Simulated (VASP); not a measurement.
Write the native input for VASP 6.6.1 that does the following.

* Task: single point
* Functional: LDA
* Potentials or basis: VASP PAW LDA potentials, release 64 (Cd, S)
* Cutoff: 500 eV
* k mesh: 8 × 8 × 5
* Occupations: fermi-dirac, width 0.05 eV
* Spin: no spin polarisation
* Dipole correction: no
* Further INCAR settings: ALGO = Normal; EDIFF = 1e-06; NBANDS = 22

The structure of Cd2S lies in POSCAR:

```
Cd2S
1.0
    3.9626700490      0.0000000000      0.0000000000
   -1.9813350245      3.4317729293      0.0000000000
    0.0000000000      0.0000000000      5.8091920000
Cd S
2 1
Direct
    0.3333333333      0.6666666667      0.9327170000
    0.6666666667      0.3333333333      0.5787350000
    0.3333333333      0.6666666667      0.3657050000
```

These files were run (other wordings do the same):

INCAR

```
  PREC = Accurate
  ENCUT = 500
  EDIFF = 1E-6
  ISMEAR = -1
  SIGMA = 0.05
  LREAL = F
  LASPH = T
  NELM = 120
  ALGO = Normal
  ISIF = 2
  LWAVE = F
  LCHARG = F
  GGA = CA
  NBANDS = 22
  GGA_COMPAT = F
```

KPOINTS

```
regular mesh
0
Gamma
  8 8 5
```

Potentials or basis: VASP PAW LDA potentials, release 64 (Cd, S).

Run with:

```bash
$ cat potpaw_LDA.64/Cd/POTCAR potpaw_LDA.64/S/POTCAR > POTCAR
$ mpirun -np 1 vasp_std > vasp.out
```

It gave:

```json
{
  "Pressure": "-4.6 GPa",
  "Largest force": "0.157 eV/Å",
  "Band gap on the k mesh": "0.24 eV (least direct gap 0.56 eV)"
}
```

Caveat: the cell stands under tension; an odd mesh through Γ misses points on the zone boundary, where band edges can lie.

Run time: 44 s on 1 thread of Intel(R) Xeon(R) Platinum 8375C CPU @ 2.90GHz (Ice Lake) (shared host), peak memory 0.19 GiB.
